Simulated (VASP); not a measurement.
# Al (I4/mmm) in VASP: further runs

Al is run at these levels: PBE; tasks: single point.

Everything below comes from runs of VASP 6.6.1. Logs are shortened: lines on timing, memory, paths and dates and some standing lists are left out, and cuts for length are marked.

## 1. The cell of the first run

It takes space group I4/mmm (No. 139, tetragonal). The conventional cell has a = 2.819 Å, b = 2.819 Å, c = 4.169 Å, α = 90.00°, β = 90.00°, γ = 90.00°. Al (site symmetry 4/mmm) has 12 Al at 2.82 to 2.88 Å within 3.7 Å.

## 2. Single point, PBE (strain -0.015 along x and y, +0.030 along z)

File INCAR:

```
SYSTEM = Al
PREC = Accurate ; ENCUT = 520
EDIFF = 1E-6 ; ISMEAR = 0
SIGMA = 0.15 ; LREAL = .False.
LASPH = .True. ; NELM = 60
ALGO = Normal ; ISIF = 2
LWAVE = .False. ; LCHARG = .False.
GGA = PE ; NBANDS = 8
```

File KPOINTS:

```
regular mesh
0
Gamma
  20 20 20
  0 0 0
```

File POSCAR:

```
Al
1.0
    0.0000000000      1.9936203000      2.0846994000
    1.9936203000      0.0000000000      2.0846994000
    1.9936203000      1.9936203000      0.0000000000
Al
1
Direct
    0.0000000000      0.0000000000      0.0000000000
```

Potentials or basis: VASP PAW PBE potentials, release 64 (Al).

Started as:

```
$ cat potpaw_PBE.64/Al/POTCAR > POTCAR
$ mpirun -np 1 vasp_std > vasp.out
```

OUTCAR:

```text
SYSTEM = Al
   PREC = Accurate
   ENCUT = 520
   EDIFF = 1E-6
   ISMEAR = 0
   LREAL = .False.
   LASPH = .True.
   NELM = 60
   ISIF = 2
   GGA = PE

 ion  position               nearest neighbor table
   1  0.000  0.000  0.000-

  LATTYP: Found a body centered tetragonal cell.
 ALAT       =     2.8194048665
 C/A-ratio  =     1.4788223038

  Lattice vectors:

 A1 = (  -1.9936203000,   0.0000000000,   2.0846994000)
 A2 = (   1.9936203000,   0.0000000000,   2.0846994000)
 A3 = (   0.0000000000,   1.9936203000,  -2.0846994000)

Analysis of symmetry for initial positions (statically):
=====================================================================
 Subroutine PRICEL returns:
 Original cell was already a primitive cell.

 Routine SETGRP: Setting up the symmetry group for a
 body centered tetragonal supercell.

 Subroutine GETGRP returns: Found 16 space group operations
 (whereof 16 operations were pure point group operations)
 out of a pool of 16 trial point group operations.

The static configuration has the point symmetry D_4h.

Analysis of symmetry for dynamics (positions and initial velocities):
=====================================================================
 Subroutine PRICEL returns:
 Original cell was already a primitive cell.

 Routine SETGRP: Setting up the symmetry group for a
 body centered tetragonal supercell.

 Subroutine GETGRP returns: Found 16 space group operations
 (whereof 16 operations were pure point group operations)
 out of a pool of 16 trial point group operations.

The dynamic configuration has the point symmetry D_4h.

 Subroutine INISYM returns: Found 16 space group operations
 (whereof 16 operations are pure point group operations),
 and found     1 'primitive' translations

----------------------------------------------------------------------------------------

                                     Primitive cell

  volume of cell :      16.5714

  direct lattice vectors                    reciprocal lattice vectors
     0.000000000  1.993620300  2.084699400    -0.250800014  0.250800014  0.239842732
     1.993620300  0.000000000  2.084699400     0.250800014 -0.250800014  0.239842732
     1.993620300  1.993620300  0.000000000     0.250800014  0.250800014 -0.239842732

  length of vectors
     2.884526562  2.884526562  2.819404866     0.428165658  0.428165658  0.428165658

  position of ions in fractional coordinates (direct lattice)
     0.000000000  0.000000000  0.000000000

  ion indices of the primitive-cell ions
   primitive index   ion index
                 1           1

----------------------------------------------------------------------------------------

 KPOINTS: regular mesh

Automatic generation of k-mesh.
 Grid dimensions read from file:
 generate k-points for:   20   20   20

 Generating k-lattice:

  Cartesian coordinates                     Fractional coordinates (reciprocal lattice)
    -0.012540001  0.012540001  0.011992137     0.050000000 -0.000000000  0.000000000
     0.012540001 -0.012540001  0.011992137    -0.000000000  0.050000000  0.000000000
     0.012540001  0.012540001 -0.011992137     0.000000000  0.000000000  0.050000000

  Length of vectors
     0.021408283  0.021408283  0.021408283

  Shift w.r.t. Gamma in fractional coordinates (k-lattice)
     0.000000000  0.000000000  0.000000000

 Subroutine IBZKPT returns following result:
 ===========================================

 Found    641 irreducible k-points:

 Following reciprocal coordinates:
            Coordinates               Weight
  0.000000  0.000000  0.000000      1.000000
  0.050000  0.000000  0.000000      8.000000
  0.100000  0.000000  0.000000      8.000000
  0.150000  0.000000  0.000000      8.000000
  0.200000  0.000000  0.000000      8.000000
  0.250000  0.000000  0.000000      8.000000
[... 16 lines left out ...]
 -0.400000  0.050000  0.000000      8.000000
 -0.350000  0.050000  0.000000      8.000000
 [... further k-points ...]
   k-points           NKPTS =    641   k-points in BZ     NKDIM =    641   number of bands    NBANDS=      8
   number of dos      NEDOS =    301   number of ions     NIONS =      1
   total plane-waves  NPLWV =  13824
   dimension x,y,z NGX =    24 NGY =   24 NGZ =   24
   dimension x,y,z NGXF=    48 NGYF=   48 NGZF=   48
   ions per type =               1
   NGX,Y,Z   is equivalent  to a cutoff of  13.83, 13.83, 14.15 a.u.
   NGXF,Y,Z  is equivalent  to a cutoff of  27.66, 27.66, 28.30 a.u.
 SYSTEM =  Al
   PREC   = accura    normal or accurate (medium, high low for compatibility)
   ISTART =      0    job   : 0-new  1-cont  2-samecut
   ICHARG =      2    charge: 1-file 2-atom 10-const
   ISPIN  =      1    spin polarized calculation?
   LNONCOLLINEAR =      F non collinear calculations
   LSORBIT =      F    spin-orbit coupling
   LASPH  =      T    aspherical Exc in radial PAW
   ENCUT  =  520.0 eV  38.22 Ry    6.18 a.u.   5.36  5.36  5.24*2*pi/ulx,y,z
   NELM   =     60;   NELMIN=  2; NELMDL= -5     # of ELM steps
   EDIFF  = 0.1E-05   stopping-criterion for ELM
   LREAL  =      F    real-space projection
   EDIFFG = 0.1E-04   stopping-criterion for IOM
   NSW    =      0    number of steps for IOM
   IBRION =     -1    ionic relax: 0-MD 1-quasi-New 2-CG
   NFREE  =      0    steps in history (QN), initial steepest desc. (CG)
   ISIF   =      2    stress and relaxation
   ISYM   =      2    0-nonsym 1-usesym 2-fastsym
   POTIM  = 0.5000    time-step for ionic-motion
   TEBEG  =    0.0;   TEEND  =   0.0 temperature during run
   PSTRESS=    0.0 pullay stress
   NELECT =       3.0000    total number of electrons
   NUPDOWN=      -1.0000    fix difference up-down
   EMIN   =  10.00;   EMAX   =-10.00  energy-range for DOS
   EFERMI =   0.00;   METHOD = LEGACY
   ISMEAR =     0;   SIGMA  =   0.15  broadening in eV -4-tet -1-fermi 0-gaus
   EFERMI_NEDOS =   21; number of points for ismear=-14 and -15
   IALGO  =     38    algorithm
   IMIX   =      4    mixing-type and parameters
     AMIX     =   0.40;   BMIX     =  1.00
     AMIX_MAG =   1.60;   BMIX_MAG =  1.00
  volume/ion in A,a.u.               =      16.57       111.83
  Fermi-wavevector in a.u.,A,eV,Ry     =   0.926110  1.750094 11.669436  0.857679
  Thomas-Fermi vector in A             =   2.052037
   LORBIT       =      0    0 simple, 1 ext, 2 COOP (PROOUT), +10 PAW based schemes
   GGA     = PE    functional components
   LHFCALC =     F    Hartree Fock is set to
   AEXX    =    0.0000 exact exchange contribution
   IVDW    =     0    specifies the selected vdW correction
   LEPSILON=     F    determine dielectric tensor
   LRPA    =     F    only Hartree local field effects (RPA)
 non-spin polarized calculation
 Gauss-broadening in eV      SIGMA  =   0.15
  energy-cutoff  :      520.00
  volume of cell :       16.57
 maximum number of plane-waves:       460
 NGX is ok and might be reduce to    24
   NGX = 11   NGY = 11   NGZ = 11

 number of electron       3.0000000 magnetization

 Free energy of the ion-electron system (eV)
  ---------------------------------------------------
  ext. energy  EPLUGINS =         0.00000000
  ---------------------------------------------------
  free energy    TOTEN  =        -3.74446990 eV

  energy without entropy =       -3.73969801  energy(sigma->0) =       -3.74208395

 E-fermi :   7.9774     XC(G=0): -10.1811

 val. band max:        7.9771147244   @ k =  -0.2500   0.1000   0.3500
 cond. band min:       7.9797380447   @ k =  -0.2000   0.4500   0.3500
 fundamental gap:      0.0026233204
 Fermi energy:         7.9773939809

 k-point     1 :       0.0000    0.0000    0.0000
  band No.  band energies     occupation
      1      -3.1495      2.00000
      2      20.2447      0.00000
      3      20.7403      0.00000
      4      20.7403      0.00000
      5      21.9785      0.00000
      6      21.9785      0.00000
      7      22.1044      0.00000
      8      24.4203      0.00000

 k-point     2 :       0.0500    0.0000    0.0000
  band No.  band energies     occupation
      1      -3.0817      2.00000
      2      19.2235      0.00000
      3      20.1759      0.00000
      4      20.4701      0.00000
      5      22.3581      0.00000
      6      22.3927      0.00000
      7      22.5988      0.00000
      8      25.1419      0.00000

 k-point     3 :       0.1000    0.0000    0.0000
  band No.  band energies     occupation
      1      -2.8783      2.00000
      2      17.2709      0.00000
      3      19.6588      0.00000
      4      20.0274      0.00000
      5      22.6880      0.00000
      6      23.1208      0.00000
      7      23.1460      0.00000
      8      25.0686      0.00000

 k-point     4 :       0.1500    0.0000    0.0000
  band No.  band energies     occupation
      1      -2.5401      2.00000
      2      15.2567      0.00000
      3      19.1879      0.00000
      4      19.6370      0.00000
      5      22.5766      0.00000
      6      23.3886      0.00000
      7      23.9789      0.00000
      8      24.8347      0.00000

 k-point     5 :       0.2000    0.0000    0.0000
  band No.  band energies     occupation
      1      -2.0680      2.00000
      2      13.2881      0.00000
      3      18.8033      0.00000
      4      19.3419      0.00000
      5      22.4190      0.00000
      6      22.6490      0.00000
      7      24.2227      0.00000
      8      25.6129      0.00000
[... 177 lines left out ...]
 k-point    22 :      -0.4500    0.0500    0.0000
  band No.  band energies     occupation
      1       2.7436      2.00000
      2       4.3871      2.00000
      3      16.9062      0.00000
      4      19.2350      0.00000
      5      19.9723      0.00000
      6      20.7005      0.00000
      7      23.6307      0.00000
      8      23.7291      0.00000

 k-point    23 :      -0.4000    0.0500    0.0000
  band No.  band energies     occupation
      1       1.5858      2.00000
      2       5.8137      2.00000
      3      16.7236      0.00000
      4      19.7951      0.00000
      5      20.3993      0.00000
      6      20.4787      0.00000
      7      23.3305      0.00000
      8      24.2138      0.00000

 k-point    24 :      -0.3500    0.0500    0.0000
  band No.  band energies     occupation
      1       0.5486      2.00000
      2       7.3572      2.00000
      3      16.6581      0.00000
      4      20.1923      0.00000
      5      20.4870      0.00000
      6      21.0906      0.00000
      7      23.0877      0.00000
      8      24.8585      0.00000

 [... further k-points ...]

------------------------ aborting loop because EDIFF is reached ----------------------------------------

  FORCE on cell =-STRESS in cart. coord.  units (eV):
  Direction    XX          YY          ZZ          XY          YZ          ZX
  --------------------------------------------------------------------------------------
  -------------------------------------------------------------------------------------
  Total        0.0451503      0.0451503     -0.1922275      0.0000000      0.0000000      0.0000000
  in kB        4.3652882      4.3652882    -18.5852196      0.0000000      0.0000000      0.0000000
  external PRESSURE =      -3.2848811 kB  Pullay stress =       0.0000000 kB

 VOLUME and BASIS-vectors are now :
 -----------------------------------------------------------------------------
  energy-cutoff  :      520.00
  volume of cell :       16.57
      direct lattice vectors                 reciprocal lattice vectors
     0.000000000  1.993620300  2.084699400    -0.250800014  0.250800014  0.239842732
     1.993620300  0.000000000  2.084699400     0.250800014 -0.250800014  0.239842732
     1.993620300  1.993620300  0.000000000     0.250800014  0.250800014 -0.239842732

 POSITION                                       TOTAL-FORCE (eV/Angst)
 -----------------------------------------------------------------------------------
      0.00000      0.00000      0.00000         0.000000      0.000000      0.000000
 -----------------------------------------------------------------------------------
    total drift:                                0.000000     -0.000000     -0.000000

  FREE ENERGIE OF THE ION-ELECTRON SYSTEM (eV)
  ---------------------------------------------------
  free  energy   TOTEN  =        -3.7444698973 eV

  energy  without entropy=       -3.7396980075  energy(sigma->0) =       -3.74208395
```

Wall time 62 s (1 thread of Intel Xeon 8259CL, shared host); peak memory 0.19 GiB.

What came out:

- Free energy: -3.7445 eV
- Pressure: -0.3 GPa
- Band gap on the k mesh: zero (an odd number of electrons rules out a gap without spin polarisation)

Levels at points of the mesh, in eV from the Fermi level:
```tsv
k point	band 1	band 2	band 3	band 4	band 5	band 6
(0.00, 0.00, 0.00)	-11.13	12.27	12.76	12.76	14.00	14.00
(0.50, 0.00, 0.00)	-4.59	-4.39	10.69	10.86	11.90	11.93
(0.50, 0.50, 0.00)	-3.34	-2.23	5.58	6.11	6.11	9.57
(0.50, 0.00, 0.50)	-2.72	-1.31	5.09	5.14	5.46	8.73
```

Caveat: the cell differs from its parent crystal (strain -0.015 along x and y, +0.030 along z).

## 3. Single point, PBE (strain +0.015 along x and y, -0.015 along z)

File INCAR:

```
ALGO = Fast
EDIFF = 1E-6
ENCUT = 520
GGA = PE
ISIF = 2
ISMEAR = 0
LASPH = T
LCHARG = F
LREAL = F
LWAVE = F
NBANDS = 8
NELM = 60
PREC = Accurate
SIGMA = 0.15
```

File KPOINTS:

```
k-points
0
Gamma
  20 20 20
```

File POSCAR:

```
Al
1.0
    0.0000000000      2.0543397000      1.9936203000
    2.0543397000      0.0000000000      1.9936203000
    2.0543397000      2.0543397000      0.0000000000
Al
1
Direct
    0.0000000000      0.0000000000      0.0000000000
```

Potentials or basis: VASP PAW PBE potentials, release 64 (Al).

Started as:

```
$ cat potpaw_PBE.64/Al/POTCAR > POTCAR
$ mpirun -np 1 vasp_std > vasp.out
```

OUTCAR:

```text
EDIFF = 1E-6
   ENCUT = 520
   GGA = PE
   ISIF = 2
   ISMEAR = 0
   LASPH = T
   LREAL = F
   NELM = 60
   PREC = Accurate

 ion  position               nearest neighbor table
   1  0.000  0.000  0.000-

  LATTYP: Found a body centered tetragonal cell.
 ALAT       =     2.9052750655
 C/A-ratio  =     1.3724141467

  Lattice vectors:

 A1 = (   0.0000000000,  -2.0543397000,  -1.9936203000)
 A2 = (   0.0000000000,   2.0543397000,  -1.9936203000)
 A3 = (   2.0543397000,   0.0000000000,   1.9936203000)

Analysis of symmetry for initial positions (statically):
=====================================================================
 Subroutine PRICEL returns:
 Original cell was already a primitive cell.

 Routine SETGRP: Setting up the symmetry group for a
 body centered tetragonal supercell.

 Subroutine GETGRP returns: Found 16 space group operations
 (whereof 16 operations were pure point group operations)
 out of a pool of 16 trial point group operations.

The static configuration has the point symmetry D_4h.

Analysis of symmetry for dynamics (positions and initial velocities):
[... 164 lines left out ...]
 Fermi energy:         7.8228441582

 k-point     1 :       0.0000    0.0000    0.0000
  band No.  band energies     occupation
      1      -3.2027      2.00000
      2      20.2126      0.00000
      3      20.2126      0.00000
      4      20.5305      0.00000
      5      21.5943      0.00000
      6      21.6893      0.00000
      7      21.6893      0.00000
      8      24.1345      0.00000
[... 243 lines left out ...]
 k-point    24 :      -0.3500    0.0500    0.0000
  band No.  band energies     occupation
      1       0.3972      2.00000
      2       7.3035      2.00000
      3      17.3991      0.00000
      4      19.0313      0.00000
      5      19.3823      0.00000
      6      20.7833      0.00000
      7      22.4037      0.00000
      8      25.7067      0.00000

 [... further k-points ...]

------------------------ aborting loop because EDIFF is reached ----------------------------------------

  FORCE on cell =-STRESS in cart. coord.  units (eV):
  Direction    XX          YY          ZZ          XY          YZ          ZX
  --------------------------------------------------------------------------------------
  -------------------------------------------------------------------------------------
  Total       -0.1807676     -0.1807676     -0.0983023      0.0000000      0.0000000      0.0000000
  in kB      -17.2113184    -17.2113184     -9.3596018      0.0000000      0.0000000      0.0000000
  external PRESSURE =     -14.5940795 kB  Pullay stress =       0.0000000 kB

 VOLUME and BASIS-vectors are now :
 -----------------------------------------------------------------------------
  energy-cutoff  :      520.00
  volume of cell :       16.83
      direct lattice vectors                 reciprocal lattice vectors
     0.000000000  2.054339700  1.993620300    -0.243387206  0.243387206  0.250800014
     2.054339700  0.000000000  1.993620300     0.243387206 -0.243387206  0.250800014
     2.054339700  2.054339700  0.000000000     0.243387206  0.243387206 -0.250800014

 POSITION                                       TOTAL-FORCE (eV/Angst)
 -----------------------------------------------------------------------------------
      0.00000      0.00000      0.00000         0.000000      0.000000     -0.000000
 -----------------------------------------------------------------------------------
    total drift:                                0.000000      0.000000     -0.000000

  FREE ENERGIE OF THE ION-ELECTRON SYSTEM (eV)
  ---------------------------------------------------
  free  energy   TOTEN  =        -3.7456824242 eV

  energy  without entropy=       -3.7413513634  energy(sigma->0) =       -3.74351689
```

stdout:

```text
POSCAR found type information on POSCAR Al
 POSCAR found :  1 types and       1 ions
 scaLAPACK will be used
 LDA part: xc-table for (Slater+PW92), standard interpolation
 POSCAR, INCAR and KPOINTS ok, starting setup
 FFT: planning ... GRIDC
 FFT: planning ... GRID_SOFT
 FFT: planning ... GRID
 WAVECAR not read
 entering main loop
```

Wall time 80 s (1 thread of Intel Xeon 8259CL, shared host); peak memory 0.19 GiB.

Results:

- Free energy: -3.7457 eV
- Pressure: -1.5 GPa
- Band gap on the k mesh: zero (an odd number of electrons rules out a gap without spin polarisation)

Stress tensor (GPa, compression positive):
```
-1.72  0.00  0.00
 0.00 -1.72  0.00
 0.00  0.00 -0.94
```

Caveat: the cell differs from its parent crystal (strain +0.015 along x and y, -0.015 along z).

(Continued in part 2 of 2.)
